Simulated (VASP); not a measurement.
**SiO2: single point with PBEsol**

The system is SiO2.

```xyz
12
Lattice="-4.4720 4.4720 2.6118 4.4720 -4.4720 2.6118 4.4720 4.4720 -2.6118" Properties=species:S:1:pos:R:3 pbc="T T T"
Si    2.8899    2.8899    2.6118
Si    2.8899   -2.8899    2.6118
Si   -2.8899    2.8899    2.6118
Si    1.5821    1.5821    0.0000
O     7.0788    0.0000    0.0000
O     0.0000    1.8653    0.0000
O     0.0000    7.0788    0.0000
O     1.8653    0.0000    0.0000
O     2.2360    2.2360   -1.3059
O    -2.2360    2.2360    1.3059
O     2.2360   -2.2360    1.3059
O     2.2360    2.2360    1.3059
```

| Quantity | Value |
| --- | --- |
| Program | VASP 6.6.1 |
| Task | single point |
| Functional | PBEsol |
| Potentials or basis | VASP PAW PBE potentials, release 64 (Si, O) |
| Cutoff | 520 eV |
| k mesh | 6 × 6 × 6 |
| Occupations | fermi-dirac, width 0.05 eV |
| Spin | no spin polarisation |
| Dipole correction | no |
| Further INCAR settings | ALGO = Normal; EDIFF = 1e-07; NBANDS = 44 |

```
Pressure               : 2.2 GPa
Largest force          : 0.139 eV/Å
Band gap on the k mesh : 5.53 eV, indirect (least direct gap 5.53 eV)
```

Forces in eV/Å, atoms in the order of the input:
```
Si   0.027  0.027  0.000
Si   0.027 -0.027  0.000
Si  -0.027  0.027  0.000
Si  -0.027 -0.027  0.000
O   -0.139  0.000  0.000
O    0.000  0.139  0.000
O    0.000 -0.139  0.000
O    0.139  0.000  0.000
O    0.000  0.000  0.000
O    0.000  0.000  0.000
O    0.000  0.000  0.000
O    0.000  0.000  0.000
```

Stress tensor (GPa, compression positive):
```
2.15 0.00 0.00
0.00 2.15 0.00
0.00 0.00 2.38
```

Levels at points of the mesh, in eV from the valence-band top:
| k point | band 28 | band 29 | band 30 | band 31 | band 32 | band 33 | band 34 | band 35 | band 36 | band 37 |
| --- | --- | --- | --- | --- | --- | --- | --- | --- | --- | --- |
| (0.00, 0.00, 0.00) | -1.38 | -0.83 | -0.68 | -0.01 | -0.01 | 5.53 | 8.44 | 8.49 | 8.95 | 9.16 |
| (0.50, 0.00, 0.00) | -1.15 | -1.12 | -0.78 | -0.60 | -0.24 | 7.71 | 7.86 | 8.76 | 8.87 | 9.36 |
| (0.50, 0.50, 0.00) | -0.76 | -0.46 | -0.38 | -0.37 | -0.24 | 6.66 | 7.07 | 8.65 | 8.81 | 9.51 |
| (0.50, 0.50, 0.50) | -1.02 | -1.02 | -0.16 | 0.00 | 0.00 | 7.67 | 7.67 | 7.72 | 8.21 | 8.62 |

It took 3.8 min on 1 thread of Intel(R) Xeon(R) 6975P-C (Granite Rapids), on a shared host, peak memory 0.48 GiB.

Caveat: the PAW data sets were made with another functional, which shifts forces and pressure a little. A k mesh can miss the band edges.
